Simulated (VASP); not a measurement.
# Sr (Fm-3m) in VASP: notebook

The runs below take Sr through single point, relaxation of cell and atoms, with LDA.

Program: VASP 6.6.1. These are calculated values, not measurements. Logs are shortened: lines on timing, memory, paths and dates and some standing lists are left out, and cuts for length are marked.

## Step 1: The cell of the first run

It takes space group Fm-3m (No. 225, cubic). Conventional cell: a = 5.803 Å, b = 5.803 Å, c = 5.803 Å, α = 90.00°, β = 90.00°, γ = 90.00°. Sr (site symmetry m-3m) has 12 Sr at 4.10 Å within 5.4 Å.

## Step 2: Single point, LDA

INCAR reads:

```
SYSTEM = Sr
ALGO = Normal ; EDIFF = 1E-7
ENCUT = 520 ; GGA = CA
ISIF = 2 ; ISMEAR = -1
LASPH = .True. ; LCHARG = .False.
LREAL = .False. ; LWAVE = .False.
NBANDS = 11 ; NELM = 60
PREC = Accurate ; SIGMA = 0.1
```

KPOINTS reads:

```
k-points
0
Gamma
  7 7 7
  0 0 0
```

POSCAR reads:

```
Sr
1.0
    0.0000000000      2.9017282845      2.9017282845
    2.9017282845      0.0000000000      2.9017282845
    2.9017282845      2.9017282845      0.0000000000
Sr
1
Direct
    0.0000000000      0.0000000000      0.0000000000
```

Potentials or basis: VASP PAW LDA potentials, release 64 (Sr_sv).

Command:

```bash
> cat potpaw_LDA.64/Sr_sv/POTCAR > POTCAR
> mpirun -np 1 vasp_std > vasp.out
```

OUTCAR:

```text
SYSTEM = Sr
   EDIFF = 1E-7
   ENCUT = 520
   GGA = CA
   ISIF = 2
   ISMEAR = -1
   LASPH = .True.
   LREAL = .False.
   NELM = 60
   PREC = Accurate

 ion  position               nearest neighbor table
   1  0.000  0.000  0.000-

  LATTYP: Found a face centered cubic cell.
 ALAT       =     5.8034565690

  Lattice vectors:

 A1 = (   0.0000000000,   2.9017282845,   2.9017282845)
 A2 = (   2.9017282845,   0.0000000000,   2.9017282845)
 A3 = (   2.9017282845,   2.9017282845,   0.0000000000)

Analysis of symmetry for initial positions (statically):
=====================================================================
 Subroutine PRICEL returns:
 Original cell was already a primitive cell.

 Routine SETGRP: Setting up the symmetry group for a
 face centered cubic supercell.

 Subroutine GETGRP returns: Found 48 space group operations
 (whereof 48 operations were pure point group operations)
 out of a pool of 48 trial point group operations.

The static configuration has the point symmetry O_h .

Analysis of symmetry for dynamics (positions and initial velocities):
=====================================================================
 Subroutine PRICEL returns:
 Original cell was already a primitive cell.

 Routine SETGRP: Setting up the symmetry group for a
 face centered cubic supercell.

 Subroutine GETGRP returns: Found 48 space group operations
 (whereof 48 operations were pure point group operations)
 out of a pool of 48 trial point group operations.

The dynamic configuration has the point symmetry O_h .

 Subroutine INISYM returns: Found 48 space group operations
 (whereof 48 operations are pure point group operations),
 and found     1 'primitive' translations

----------------------------------------------------------------------------------------

                                     Primitive cell

  volume of cell :      48.8653

  direct lattice vectors                    reciprocal lattice vectors
     0.000000000  2.901728284  2.901728284    -0.172311103  0.172311103  0.172311103
     2.901728284  0.000000000  2.901728284     0.172311103 -0.172311103  0.172311103
     2.901728284  2.901728284  0.000000000     0.172311103  0.172311103 -0.172311103

  length of vectors
     4.103663494  4.103663494  4.103663494     0.298451584  0.298451584  0.298451584

[... 74 lines left out ...]
   LREAL  =      F    real-space projection
   EDIFFG = 0.1E-05   stopping-criterion for IOM
   NSW    =      0    number of steps for IOM
   IBRION =     -1    ionic relax: 0-MD 1-quasi-New 2-CG
   NFREE  =      0    steps in history (QN), initial steepest desc. (CG)
   ISIF   =      2    stress and relaxation
   ISYM   =      2    0-nonsym 1-usesym 2-fastsym
   POTIM  = 0.5000    time-step for ionic-motion
   TEBEG  =    0.0;   TEEND  =   0.0 temperature during run
   PSTRESS=    0.0 pullay stress
   NELECT =      10.0000    total number of electrons
   NUPDOWN=      -1.0000    fix difference up-down
   EMIN   =  10.00;   EMAX   =-10.00  energy-range for DOS
   EFERMI =   0.00;   METHOD = LEGACY
   ISMEAR =    -1;   SIGMA  =   0.10  broadening in eV -4-tet -1-fermi 0-gaus
   EFERMI_NEDOS =   21; number of points for ismear=-14 and -15
   IALGO  =     38    algorithm
   IMIX   =      4    mixing-type and parameters
     AMIX     =   0.40;   BMIX     =  1.00
     AMIX_MAG =   1.60;   BMIX_MAG =  1.00
  volume/ion in A,a.u.               =      48.87       329.76
  Fermi-wavevector in a.u.,A,eV,Ry     =   0.964735  1.823085 12.663131  0.930714
  Thomas-Fermi vector in A             =   2.094392
   LORBIT       =      0    0 simple, 1 ext, 2 COOP (PROOUT), +10 PAW based schemes
   GGA     = CA    functional components
   LHFCALC =     F    Hartree Fock is set to
   AEXX    =    0.0000 exact exchange contribution
   IVDW    =     0    specifies the selected vdW correction
   LEPSILON=     F    determine dielectric tensor
   LRPA    =     F    only Hartree local field effects (RPA)
 non-spin polarized calculation
  energy-cutoff  :      520.00
  volume of cell :       48.87
 maximum number of plane-waves:      1363
   NGX = 15   NGY = 15   NGZ = 15

 number of electron      10.0000000 magnetization

 Free energy of the ion-electron system (eV)
  ---------------------------------------------------
  ext. energy  EPLUGINS =         0.00000000
  ---------------------------------------------------
  free energy    TOTEN  =        -1.91871897 eV

  energy without entropy =       -1.88055127  energy(sigma->0) =       -1.89963512

 E-fermi :   1.8417     XC(G=0):  -7.9357

 val. band max:        1.8300151826   @ k =  -0.2857   0.4286   0.1429
 cond. band min:       1.9310689085   @ k =  -0.4286   0.2857   0.0000
 fundamental gap:      0.1010537259
 Fermi energy:         1.8417417072

 k-point     1 :       0.0000    0.0000    0.0000
  band No.  band energies     occupation
      1     -34.3946      2.00000
      2     -16.3494      2.00000
      3     -16.3494      2.00000
      4     -16.3494      2.00000
      5      -1.9985      2.00000
      6       4.2054      0.00000
      7       4.2054      0.00000
      8       4.2054      0.00000
      9       5.8616      0.00000
     10       5.8616      0.00000
     11       9.3754      0.00000
[... 253 lines left out ...]
 k-point    20 :      -0.2857    0.4286    0.1429
  band No.  band energies     occupation
      1     -34.3618      2.00000
      2     -16.5604      2.00000
      3     -16.5420      2.00000
      4     -16.4472      2.00000
      5       1.8300      1.05857
      6       2.2046      0.05173
      7       2.6582      0.00057
      8       4.6283      0.00000
      9       6.9380      0.00000
     10       6.9471      0.00000
     11       8.4380      0.00000

------------------------ aborting loop because EDIFF is reached ----------------------------------------

  FORCE on cell =-STRESS in cart. coord.  units (eV):
  Direction    XX          YY          ZZ          XY          YZ          ZX
  --------------------------------------------------------------------------------------
  -------------------------------------------------------------------------------------
  Total       -0.0100923     -0.0100923     -0.0100923     -0.0000000     -0.0000000     -0.0000000
  in kB       -0.3309043     -0.3309043     -0.3309043     -0.0000000     -0.0000000     -0.0000000
  external PRESSURE =      -0.3309043 kB  Pullay stress =       0.0000000 kB

 VOLUME and BASIS-vectors are now :
 -----------------------------------------------------------------------------
  energy-cutoff  :      520.00
  volume of cell :       48.87
      direct lattice vectors                 reciprocal lattice vectors
     0.000000000  2.901728284  2.901728284    -0.172311103  0.172311103  0.172311103
     2.901728284  0.000000000  2.901728284     0.172311103 -0.172311103  0.172311103
     2.901728284  2.901728284  0.000000000     0.172311103  0.172311103 -0.172311103

 POSITION                                       TOTAL-FORCE (eV/Angst)
 -----------------------------------------------------------------------------------
      0.00000      0.00000      0.00000         0.000000      0.000000      0.000000
 -----------------------------------------------------------------------------------
    total drift:                                0.000000      0.000000      0.000000

  FREE ENERGIE OF THE ION-ELECTRON SYSTEM (eV)
  ---------------------------------------------------
  free  energy   TOTEN  =        -1.9187189705 eV

  energy  without entropy=       -1.8805512653  energy(sigma->0) =       -1.89963512
```

It took 7.5 s on 1 thread of Intel Xeon 6975P-C (Granite Rapids), shared host; peak memory 0.15 GiB.

What came out:

```
Free energy : -1.9187 eV
Pressure    : 0.0 GPa
```

Levels at points of the mesh, in eV from the Fermi level:
```csv
k point,band 2,band 3,band 4,band 5,band 6,band 7,band 8,band 9
"(0.00, 0.00, 0.00)",-18.19,-18.19,-18.19,-3.84,2.36,2.36,2.36,4.02
```

## Step 3: Relaxation of cell and atoms, LDA

This run uses another cell than the first one, of 56.32 Å³/atom.

INCAR reads:

```
SYSTEM = Sr
PREC = Accurate ; ENCUT = 600
EDIFF = 1E-6 ; ISMEAR = -1
SIGMA = 0.1 ; LREAL = .False.
LASPH = .True. ; NELM = 100
ALGO = Normal ; ISIF = 3
LWAVE = .False. ; LCHARG = .False.
IBRION = 2 ; NSW = 60
EDIFFG = -0.01
```

KPOINTS reads:

```
Automatic mesh
0
Gamma
  7 7 7
  0 0 0
```

POSCAR reads:

```
Sr
1.0
    0.0000000000      3.0423500000      3.0423500000
    3.0423500000      0.0000000000      3.0423500000
    3.0423500000      3.0423500000      0.0000000000
Sr
1
Direct
    0.0000000000      0.0000000000      0.0000000000
```

Potentials or basis: VASP PAW LDA potentials, release 64 (Sr_sv).

Command:

```bash
> cat potpaw_LDA.64/Sr_sv/POTCAR > POTCAR
> mpirun -np 1 vasp_std > vasp.out
```

OUTCAR:

```text
SYSTEM = Sr
   PREC = Accurate
   ENCUT = 600
   EDIFF = 1E-6
   ISMEAR = -1
   LREAL = .False.
   LASPH = .True.
   NELM = 100
   ISIF = 3
   IBRION = 2
   NSW = 60
   EDIFFG = -0.01

 ion  position               nearest neighbor table
   1  0.000  0.000  0.000-

  LATTYP: Found a face centered cubic cell.
 ALAT       =     6.0847000000

  Lattice vectors:

 A1 = (   0.0000000000,   3.0423500000,   3.0423500000)
 A2 = (   3.0423500000,   0.0000000000,   3.0423500000)
 A3 = (   3.0423500000,   3.0423500000,   0.0000000000)

Analysis of symmetry for initial positions (statically):
=====================================================================
 Subroutine PRICEL returns:
 Original cell was already a primitive cell.

 Routine SETGRP: Setting up the symmetry group for a
 face centered cubic supercell.
[... 168 lines left out ...]
  Total       -0.5411933     -0.5411933     -0.5411933     -0.0000000     -0.0000000      0.0000000
  in kB      -15.3959130    -15.3959130    -15.3959130     -0.0000000     -0.0000000      0.0000000
  external PRESSURE =     -15.3959130 kB  Pullay stress =       0.0000000 kB
[... 57 lines left out ...]
--------------------------------------- Ionic step        3  -------------------------------------------

 number of electron      10.0000000 magnetization

 Free energy of the ion-electron system (eV)
  ---------------------------------------------------
  ext. energy  EPLUGINS =         0.00000000
  ---------------------------------------------------
  free energy    TOTEN  =        -1.91889471 eV

  energy without entropy =       -1.88095233  energy(sigma->0) =       -1.89992352

 E-fermi :   1.8636     XC(G=0):  -7.9553

 val. band max:        1.8493055766   @ k =  -0.2857   0.4286   0.1429
 cond. band min:       1.9540867332   @ k =  -0.4286   0.2857   0.0000
 fundamental gap:      0.1047811566
 Fermi energy:         1.8635765117

 k-point     1 :       0.0000    0.0000    0.0000
  band No.  band energies     occupation
      1     -34.3600      2.00000
      2     -16.3135      2.00000
      3     -16.3135      2.00000
      4     -16.3135      2.00000
      5      -1.9846      2.00000
      6       4.2340      0.00000
      7       4.2340      0.00000
      8       4.2340      0.00000
      9       5.9012      0.00000
[... 254 lines left out ...]
  FREE ENERGIE OF THE ION-ELECTRON SYSTEM (eV)
  ---------------------------------------------------
  free  energy   TOTEN  =        -1.9188947128 eV

  energy  without entropy=       -1.8809523274  energy(sigma->0) =       -1.89992352

 reached required accuracy - stopping structural energy minimisation
```

CONTCAR:

```text
Sr
   1.00000000000000
    -0.0000000000000000    2.8959617689325254    2.8959617689325250
     2.8959617689325250    0.0000000000000000    2.8959617689325250
     2.8959617689325250    2.8959617689325254    0.0000000000000000
  Sr
     1
Direct
     0.0000000000000000    0.0000000000000000    0.0000000000000000

  0.00000000E+00  0.00000000E+00  0.00000000E+00
```

It took 22 s on 1 thread of Intel Xeon 6975P-C (Granite Rapids), shared host; peak memory 0.17 GiB.

Results:

```yaml
Free_energy: -1.9189 eV
Relaxed_volume: 48.57 Å³/atom
Relaxed_cell: a = 4.096 Å, b = 4.096 Å, c = 4.096 Å, α = 60.00°, β = 60.00°, γ = 60.00°
Space_group_after_relaxing_to_0.1_Å: Fm-3m (No. 225)
Energy_gained_by_relaxing: 40.1 meV/atom
Ionic_steps: 3
Pressure_after_relaxing: 0.0 GPa
```

Step by step:
| step | energy change (eV) | largest force (eV/Å) | pressure (GPa) | volume (Å³) |
| --- | --- | --- | --- | --- |
| 1 | 0.0000 | 0.0000 | -1.54 | 56.32 |
| 2 | -0.0317 | 0.0000 | -0.81 | 52.02 |
| 3 | -0.0401 | 0.0000 | 0.02 | 48.57 |

Final structure:
```
Sr
1.0
     0.00000    2.89596    2.89596
     2.89596    0.00000    2.89596
     2.89596    2.89596    0.00000
Sr
1
Direct
  0.00000 0.00000 0.00000
```
